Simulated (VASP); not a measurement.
# MgO (Ibam) in VASP: further runs

The runs below take MgO through single point, with PBE.

Everything below comes from runs of VASP 6.6.1. Logs are shortened: lines on timing, memory, paths and dates and some standing lists are left out, and cuts for length are marked.

## Step 1: The cell of the first run

Symmetry: Ibam, No. 72, orthorhombic system. Conventional cell: a = 6.004 Å, b = 14.098 Å, c = 4.070 Å, α = 90.00°, β = 90.00°, γ = 90.00°. Mg (site symmetry m) has 5 O at 1.97 to 2.04 Å within 2.6 Å. Mg (site symmetry m) has 5 O at 1.96 to 2.03 Å within 2.6 Å. O (site symmetry m) has 5 Mg at 1.97 to 2.03 Å within 2.6 Å. Within 2.6 Å of O (site symmetry m) lie 5 Mg at 1.96 to 2.04 Å.

## Step 2: Single point, PBE

INCAR

```
SYSTEM = MgO
PREC = Accurate
ENCUT = 520
EDIFF = 1E-6
ISMEAR = 0
SIGMA = 0.05
LREAL = Auto
LASPH = .TRUE.
NELM = 80
ALGO = Normal
ISIF = 2
LWAVE = .FALSE.
LCHARG = .FALSE.
GGA = PE
NBANDS = 46
```

KPOINTS

```
regular mesh
0
G
  6 6 6
  0 0 0
```

POSCAR

```
MgO
1.0
    0.0000000000      0.0000000000      4.0699673981
   -6.0040004776      0.0000000000      0.0000000000
    3.0020002388     -7.0489869190     -2.0349836990
Mg O
8 8
Direct
    0.0707767400      0.4044999200      0.1415534800
    0.9292232600      0.5955000800      0.8584465200
    0.4292232600      0.2629464400      0.8584465200
    0.5707767400      0.7370535600      0.1415534800
    0.6900773900      0.3537880100      0.3801547800
    0.3099226100      0.6462119900      0.6198452300
    0.8099226200      0.9736332400      0.6198452300
    0.1900773800      0.0263667600      0.3801547600
    0.1901613200      0.3546646200      0.3803226400
    0.8098386800      0.6453353800      0.6196773600
    0.3098386800      0.9743419800      0.6196773600
    0.6901613200      0.0256580200      0.3803226400
    0.5707655600      0.4006875500      0.1415311200
    0.4292344400      0.5993124500      0.8584688800
    0.9292344400      0.2591564300      0.8584688800
    0.0707655600      0.7408435700      0.1415311200
```

Potentials or basis: VASP PAW PBE potentials, release 64 (Mg, O).

Run with:

```console
$ cat potpaw_PBE.64/Mg/POTCAR potpaw_PBE.64/O/POTCAR > POTCAR
$ mpirun -np 1 vasp_std > vasp.out
```

OUTCAR:

```text
SYSTEM = MgO
   PREC = Accurate
   ENCUT = 520
   EDIFF = 1E-6
   ISMEAR = 0
   LREAL = Auto
   LASPH = .TRUE.
   NELM = 80
   ISIF = 2
   GGA = PE

 ion  position               nearest neighbor table
   1  0.071  0.404  0.142-   9 1.97  15 2.00  16 2.02  13 2.04  13 2.04   2 2.82   5 2.83   5 2.83
                             3 2.85   3 2.85   4 2.85   4 2.85   6 3.37   8 3.43   8 3.45
   2  0.929  0.596  0.858-  10 1.97  16 2.00  15 2.02  14 2.04  14 2.04   1 2.82   6 2.83   6 2.83
                             4 2.85   4 2.85   3 2.85   3 2.85   5 3.37   7 3.43   7 3.45
   3  0.429  0.263  0.858-  11 1.97  13 2.00  14 2.02  15 2.04  15 2.04   4 2.82   7 2.83   7 2.83
                             1 2.85   1 2.85   2 2.85   2 2.85   8 3.37   6 3.43   6 3.45
   4  0.571  0.737  0.142-  12 1.97  14 2.00  13 2.02  16 2.04  16 2.04   3 2.82   8 2.83   8 2.83
                             2 2.85   2 2.85   1 2.85   1 2.85   7 3.37   5 3.43   5 3.45
   5  0.690  0.354  0.380-  13 1.96  12 1.97  10 1.98   9 2.03   9 2.03   8 2.83   8 2.83   1 2.83
                             1 2.83   6 2.84   6 2.84   2 3.37   4 3.43   7 3.44   7 3.44   4 3.45
   6  0.310  0.646  0.620-  14 1.96  11 1.97   9 1.98  10 2.03  10 2.03   7 2.83   7 2.83   2 2.83
                             2 2.83   5 2.84   5 2.84   1 3.37   3 3.43   8 3.44   8 3.44   3 3.45
   7  0.810  0.974  0.620-  15 1.96  10 1.97  12 1.98  11 2.03  11 2.03   6 2.83   6 2.83   3 2.83
                             3 2.83   8 2.84   8 2.84   4 3.37   2 3.43   5 3.44   5 3.44   2 3.45
   8  0.190  0.026  0.380-  16 1.96   9 1.97  11 1.98  12 2.03  12 2.03   5 2.83   5 2.83   4 2.83
                             4 2.83   7 2.84   7 2.84   3 3.37   1 3.43   6 3.44   6 3.44   1 3.45
   9  0.190  0.355  0.380-   1 1.97   8 1.97   6 1.98   5 2.03   5 2.03
  10  0.810  0.645  0.620-   2 1.97   7 1.97   5 1.98   6 2.03   6 2.03
  11  0.310  0.974  0.620-   3 1.97   6 1.97   8 1.98   7 2.03   7 2.03
  12  0.690  0.026  0.380-   4 1.97   5 1.97   7 1.98   8 2.03   8 2.03
  13  0.571  0.401  0.142-   5 1.96   3 2.00   4 2.02   1 2.04   1 2.04
  14  0.429  0.599  0.858-   6 1.96   4 2.00   3 2.02   2 2.04   2 2.04
  15  0.929  0.259  0.858-   7 1.96   1 2.00   2 2.02   3 2.04   3 2.04
  16  0.071  0.741  0.142-   8 1.96   2 2.00   1 2.02   4 2.04   4 2.04

  LATTYP: Found a body centered orthorhombic cell.
 ALAT       =     4.0699673981
 B/A-ratio  =     1.4751962093
 C/A-ratio  =     3.4639033828

  Lattice vectors:

 A1 = (  -3.0020002388,   7.0489869190,   2.0349836990)
 A2 = (   3.0020002388,   7.0489869190,  -2.0349836991)
 A3 = (  -3.0020002388,  -7.0489869190,  -2.0349836990)

Analysis of symmetry for initial positions (statically):
=====================================================================
 Subroutine PRICEL returns:
 Original cell was already a primitive cell.

 Routine SETGRP: Setting up the symmetry group for a
 body centered orthorhombic supercell.

 Subroutine GETGRP returns: Found  8 space group operations
 (whereof  4 operations were pure point group operations)
 out of a pool of  8 trial point group operations.

The static configuration has the point symmetry C_2h.
 The point group associated with its full space group is D_2h.

Analysis of symmetry for dynamics (positions and initial velocities):
=====================================================================
 Subroutine PRICEL returns:
 Original cell was already a primitive cell.

 Routine SETGRP: Setting up the symmetry group for a
 body centered orthorhombic supercell.

 Subroutine GETGRP returns: Found  8 space group operations
 (whereof  4 operations were pure point group operations)
 out of a pool of  8 trial point group operations.

The dynamic configuration has the point symmetry C_2h.
 The point group associated with its full space group is D_2h.

 Subroutine INISYM returns: Found  8 space group operations
 (whereof  4 operations are pure point group operations),
 and found     1 'primitive' translations

----------------------------------------------------------------------------------------

                                     Primitive cell

  volume of cell :     172.2497

  direct lattice vectors                    reciprocal lattice vectors
     0.000000000  0.000000000  4.069967398     0.000000000 -0.070932179  0.245702214
    -6.004000478  0.000000000  0.000000000    -0.166555616 -0.070932179  0.000000000
     3.002000239 -7.048986919 -2.034983699     0.000000000 -0.141864357  0.000000000

  length of vectors
     4.069967398  6.004000478  7.927255557     0.255736098  0.181030791  0.141864357

  position of ions in fractional coordinates (direct lattice)
     0.070776740  0.404499920  0.141553480
     0.929223260  0.595500080  0.858446520
     0.429223260  0.262946440  0.858446520
     0.570776740  0.737053560  0.141553480
     0.690077390  0.353788010  0.380154780
     0.309922610  0.646211990  0.619845230
[... 8 lines left out ...]
     0.929234440  0.259156430  0.858468880
     0.070765560  0.740843570  0.141531120

  ion indices of the primitive-cell ions
   primitive index   ion index
                 1           1
                 2           2
                 3           3
                 4           4
                 5           5
                 6           6
[... 8 lines left out ...]
                15          15
                16          16

----------------------------------------------------------------------------------------

 KPOINTS: regular mesh

Automatic generation of k-mesh.
 Grid dimensions read from file:
 generate k-points for:    6    6    6

 Generating k-lattice:

  Cartesian coordinates                     Fractional coordinates (reciprocal lattice)
     0.000000000 -0.011822030  0.040950369     0.166666667  0.000000000 -0.000000000
    -0.027759269 -0.011822030  0.000000000     0.000000000  0.166666667  0.000000000
     0.000000000 -0.023644060  0.000000000     0.000000000  0.000000000  0.166666667

  Length of vectors
     0.042622683  0.030171799  0.023644060

  Shift w.r.t. Gamma in fractional coordinates (k-lattice)
     0.000000000  0.000000000  0.000000000

 Subroutine IBZKPT returns following result:
 ===========================================

 Found     46 irreducible k-points:

 Following reciprocal coordinates:
            Coordinates               Weight
  0.000000  0.000000  0.000000      1.000000
  0.166667  0.000000  0.000000      4.000000
  0.333333  0.000000  0.000000      4.000000
  0.500000  0.000000  0.000000      2.000000
  0.000000  0.166667  0.000000      4.000000
  0.166667  0.166667  0.000000      8.000000
[... 16 lines left out ...]
  0.333333  0.000000  0.166667      4.000000
  0.500000  0.000000  0.166667      4.000000
 [... further k-points ...]
   k-points           NKPTS =     46   k-points in BZ     NKDIM =     46   number of bands    NBANDS=     46
   number of dos      NEDOS =    301   number of ions     NIONS =     16
   total plane-waves  NPLWV =  86400
   dimension x,y,z NGX =    30 NGY =   48 NGZ =   60
   dimension x,y,z NGXF=    60 NGYF=   96 NGZF=  120
   ions per type =               8   8
   NGX,Y,Z   is equivalent  to a cutoff of  12.25, 13.29, 12.58 a.u.
   NGXF,Y,Z  is equivalent  to a cutoff of  24.51, 26.58, 25.17 a.u.
 SYSTEM =  MgO
   PREC   = accura    normal or accurate (medium, high low for compatibility)
   ISTART =      0    job   : 0-new  1-cont  2-samecut
   ICHARG =      2    charge: 1-file 2-atom 10-const
   ISPIN  =      1    spin polarized calculation?
   LNONCOLLINEAR =      F non collinear calculations
   LSORBIT =      F    spin-orbit coupling
   LASPH  =      T    aspherical Exc in radial PAW
   ENCUT  =  520.0 eV  38.22 Ry    6.18 a.u.   7.57 11.16 14.74*2*pi/ulx,y,z
   NELM   =     80;   NELMIN=  2; NELMDL= -5     # of ELM steps
   EDIFF  = 0.1E-05   stopping-criterion for ELM
   LREAL  =      T    real-space projection
   EDIFFG = 0.1E-04   stopping-criterion for IOM
   NSW    =      0    number of steps for IOM
   IBRION =     -1    ionic relax: 0-MD 1-quasi-New 2-CG
   NFREE  =      0    steps in history (QN), initial steepest desc. (CG)
   ISIF   =      2    stress and relaxation
   ISYM   =      2    0-nonsym 1-usesym 2-fastsym
   POTIM  = 0.5000    time-step for ionic-motion
   TEBEG  =    0.0;   TEEND  =   0.0 temperature during run
   PSTRESS=    0.0 pullay stress
   NELECT =      64.0000    total number of electrons
   NUPDOWN=      -1.0000    fix difference up-down
   EMIN   =  10.00;   EMAX   =-10.00  energy-range for DOS
   EFERMI =   0.00;   METHOD = LEGACY
   ISMEAR =     0;   SIGMA  =   0.05  broadening in eV -4-tet -1-fermi 0-gaus
   EFERMI_NEDOS =   21; number of points for ismear=-14 and -15
   IALGO  =     38    algorithm
   IMIX   =      4    mixing-type and parameters
     AMIX     =   0.40;   BMIX     =  1.00
     AMIX_MAG =   1.60;   BMIX_MAG =  1.00
  volume/ion in A,a.u.               =      10.77        72.65
  Fermi-wavevector in a.u.,A,eV,Ry     =   1.176925  2.224065 18.846136  1.385152
  Thomas-Fermi vector in A             =   2.313280
   LORBIT       =      0    0 simple, 1 ext, 2 COOP (PROOUT), +10 PAW based schemes
   GGA     = PE    functional components
   LHFCALC =     F    Hartree Fock is set to
   AEXX    =    0.0000 exact exchange contribution
   IVDW    =     0    specifies the selected vdW correction
   LEPSILON=     F    determine dielectric tensor
   LRPA    =     F    only Hartree local field effects (RPA)
 non-spin polarized calculation
 Gauss-broadening in eV      SIGMA  =   0.05
  energy-cutoff  :      520.00
  volume of cell :      172.25
 maximum number of plane-waves:      4662
   NGX = 15   NGY = 23   NGZ = 29

 number of electron      63.9999997 magnetization

 Free energy of the ion-electron system (eV)
  ---------------------------------------------------
  ext. energy  EPLUGINS =         0.00000000
  ---------------------------------------------------
  free energy    TOTEN  =       -93.42357579 eV

  energy without entropy =      -93.42357579  energy(sigma->0) =      -93.42357579

 E-fermi :   2.3768     XC(G=0): -10.0617

 val. band max:        2.1168776315   @ k =   0.0000   0.0000   0.0000
 cond. band min:       5.5365126257   @ k =   0.0000   0.0000   0.0000
 fundamental gap:      3.4196349942
 Fermi energy:         2.3767756649

 k-point     1 :       0.0000    0.0000    0.0000
  band No.  band energies     occupation
      1     -15.0763      2.00000
      2     -14.3313      2.00000
      3     -14.2887      2.00000
      4     -14.1761      2.00000
      5     -14.0213      2.00000
      6     -13.6938      2.00000
[... 36 lines left out ...]
     43      12.6641      0.00000
     44      13.2639      0.00000

 k-point     2 :       0.1667    0.0000    0.0000
  band No.  band energies     occupation
      1     -14.9657      2.00000
      2     -14.3416      2.00000
      3     -14.1770      2.00000
      4     -14.1487      2.00000
      5     -13.9749      2.00000
      6     -13.7101      2.00000
[... 36 lines left out ...]
     43      12.9712      0.00000
     44      13.2592      0.00000

 k-point     3 :       0.3333    0.0000    0.0000
  band No.  band energies     occupation
      1     -14.6644      2.00000
      2     -14.2470      2.00000
      3     -14.0679      2.00000
      4     -14.0277      2.00000
      5     -13.9255      2.00000
      6     -13.8526      2.00000
[... 976 lines left out ...]
     43      13.4303      0.00000
     44      13.5557      0.00000

 k-point    24 :       0.5000    0.0000    0.1667
  band No.  band energies     occupation
      1     -14.2896      2.00000
      2     -14.2107      2.00000
      3     -14.1279      2.00000
      4     -14.0162      2.00000
      5     -13.9868      2.00000
      6     -13.9789      2.00000
[... 36 lines left out ...]
     43      13.4052      0.00000
     44      13.7424      0.00000

 [... further k-points ...]

 [bands above 44 left out]

------------------------ aborting loop because EDIFF is reached ----------------------------------------

  FORCE on cell =-STRESS in cart. coord.  units (eV):
  Direction    XX          YY          ZZ          XY          YZ          ZX
  --------------------------------------------------------------------------------------
  -------------------------------------------------------------------------------------
  Total       12.8371455     14.6517085     16.0277072      0.0000000     -0.0000000      0.0000000
  in kB      119.4044997    136.2826281    149.0814573      0.0000000     -0.0000000      0.0000000
  external PRESSURE =     134.9228617 kB  Pullay stress =       0.0000000 kB

 VOLUME and BASIS-vectors are now :
 -----------------------------------------------------------------------------
  energy-cutoff  :      520.00
  volume of cell :      172.25
      direct lattice vectors                 reciprocal lattice vectors
     0.000000000  0.000000000  4.069967398     0.000000000 -0.070932179  0.245702214
    -6.004000478  0.000000000  0.000000000    -0.166555616 -0.070932179  0.000000000
     3.002000239 -7.048986919 -2.034983699     0.000000000 -0.141864357  0.000000000

 POSITION                                       TOTAL-FORCE (eV/Angst)
 -----------------------------------------------------------------------------------
     -2.00367     -0.99781      0.00000         0.149822     -0.010897      0.000000
     -0.99833     -6.05118      2.03498        -0.149822      0.010897     -0.000000
      0.99833     -6.05118      0.00000         0.149822      0.010897     -0.000000
     -4.00033     -0.99781      2.03498        -0.149822     -0.010897      0.000000
     -0.98292     -2.67971      2.03498        -0.002411      0.009630     -0.000000
     -2.01908     -4.36928     -0.00000         0.002411     -0.009630      0.000000
[... 8 lines left out ...]
      1.02115     -6.05134      2.03498         0.225520      0.023349     -0.000000
     -4.02315     -0.99765      0.00000        -0.225520     -0.023349      0.000000
 -----------------------------------------------------------------------------------
    total drift:                               -0.000362      0.000474     -0.000000

  FREE ENERGIE OF THE ION-ELECTRON SYSTEM (eV)
  ---------------------------------------------------
  free  energy   TOTEN  =       -93.4235757857 eV

  energy  without entropy=      -93.4235757857  energy(sigma->0) =      -93.42357579
```

It took 7.5 min on 1 thread of Intel Xeon Platinum 8488C (Sapphire Rapids), shared host; peak memory 0.41 GiB.

Results:

```yaml
Free_energy: -93.4236 eV
Pressure: 13.5 GPa
Largest_force: 0.227 eV/Å
Band_gap_on_the_k_mesh: 3.42 eV
```

Forces in eV/Å, atoms in the order of the input:
```
Mg   0.150 -0.011  0.000
Mg  -0.150  0.011  0.000
Mg   0.150  0.011  0.000
Mg  -0.150 -0.011  0.000
Mg  -0.002  0.010  0.000
Mg   0.002 -0.010  0.000
Mg  -0.002 -0.010  0.000
Mg   0.002  0.010  0.000
O    0.013 -0.009  0.000
O   -0.013  0.009  0.000
O    0.013  0.009  0.000
O   -0.013 -0.009  0.000
O    0.226 -0.023  0.000
O   -0.226  0.023  0.000
O    0.226  0.023  0.000
O   -0.226 -0.023  0.000
```

Caveat: the cell stands under pressure. A k mesh can miss the band edges.

(Continued in part 2 of 2.)
